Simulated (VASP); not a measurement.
Write the native input for VASP 6.6.1 that does the following.

| Property | Result |
| --- | --- |
| Task | single point |
| Functional | PBE |
| Potentials or basis | VASP PAW PBE potentials, release 64 (C, O, S) |
| Cutoff | 520 eV |
| k mesh | 1 × 1 × 1 |
| Occupations | fermi-dirac, width 0.02 eV |
| Spin | no spin polarisation |
| Dipole correction | no |
| Further INCAR settings | LREAL = Auto; ALGO = Normal; EDIFF = 1e-06; NBANDS = 126 |

The structure of CSO4 lies in POSCAR:

```
CSO4
1.0
    9.4353880000      0.0000000000      0.0000000000
    0.0000000000      9.4353880000      0.0000000000
    0.0000000000      0.0000000000      9.4353880000
C O S
6 24 6
Direct
    0.0452339639      0.2099754668      0.8357790904
    0.3833970580     -0.0238675929      0.8704888448
    0.3984467835      0.5193851064      0.7917215487
    0.7827341070      0.5268039852      0.6747152316
    0.5625311858      0.1370902818      0.2015497402
    0.8152499929      0.4042970994      0.2081843375
    0.1027832666      0.3202623994      0.8354505400
   -0.0166924773      0.1023275354      0.8333838524
    0.3276706798      0.0547937191      0.7930675453
    0.4247944017     -0.0924286314      0.9654928870
    0.4496900392      0.4120445285      0.8336276155
    0.3415333847      0.6160848923      0.7383798101
    0.6856103851      0.5806014549      0.6193597974
    0.8955964503      0.4801710327      0.7028539791
    0.6196565525      0.0450749879      0.2631476310
    0.5180285114      0.2411135610      0.1463850771
    0.7404676946      0.4301571912      0.3025100823
    0.8825498220      0.3725019045      0.1139327816
    0.5380912793      0.7281205606      0.2300488332
    0.4243386705      0.8009951472      0.4610303254
    0.1264388915      0.9821853643      0.1477416721
   -0.0411535805      1.0273981314      0.3516654535
    0.7926542078      0.1991015102      0.6150038557
    0.6286227975      0.0069737461      0.6944176540
    0.1427074329      0.5487956616      0.2290101901
    0.2218244761      0.3054140434      0.1530832648
    0.6937075614      0.6816995761     -0.0561291173
    0.8539341466      0.7334939485      0.1371008802
    0.4049965937      0.3292922347      0.4441894705
    0.2886897709      0.0959790949      0.4829478131
    0.4713107717      0.6938983325      0.3656341424
    0.0759269253      0.9451863559      0.2935014437
    0.7393230676      0.0552600487      0.5983855672
    0.1928696520      0.4525304100      0.1174938434
    0.7500168515      0.7911492352      0.0360239558
    0.2756007490      0.2489139821      0.4592815897
```

One way to write it, as run:

INCAR

```
SYSTEM = CSO4
PREC     = Accurate       ! precision mode
ENCUT    = 520            ! plane-wave cutoff, eV
EDIFF    = 1E-6           ! SCF threshold, eV
ISMEAR   = -1             ! smearing method
SIGMA    = 0.02           ! smearing width, eV
LREAL    = Auto         
LASPH    = .TRUE.         ! aspherical terms in the spheres
NELM     = 60             ! most SCF steps
ALGO     = Normal         ! electronic algorithm
ISIF     = 2              ! what is computed and relaxed
LWAVE    = .FALSE.        ! write WAVECAR
LCHARG   = .FALSE.        ! write CHGCAR
GGA      = PE             ! functional
NBANDS   = 126            ! bands
```

KPOINTS

```
Automatic mesh
0
G
  1 1 1
  0 0 0
```

Potentials or basis: VASP PAW PBE potentials, release 64 (C, O, S).

Launch:

```console
$ cat potpaw_PBE.64/C/POTCAR potpaw_PBE.64/O/POTCAR potpaw_PBE.64/S/POTCAR > POTCAR
$ mpirun -np 1 vasp_gam > vasp.out
```

It gave:

- Pressure: 0.3 GPa
- Largest force: 5.033 eV/Å
- Band gap on the k mesh: 3.04 eV

Caveat: the k points lie up to 0.67 Å⁻¹ apart.

Run time: 2 min on 1 thread of Intel(R) Xeon(R) 6975P-C (Granite Rapids), with other jobs on the host, peak memory 0.67 GiB.
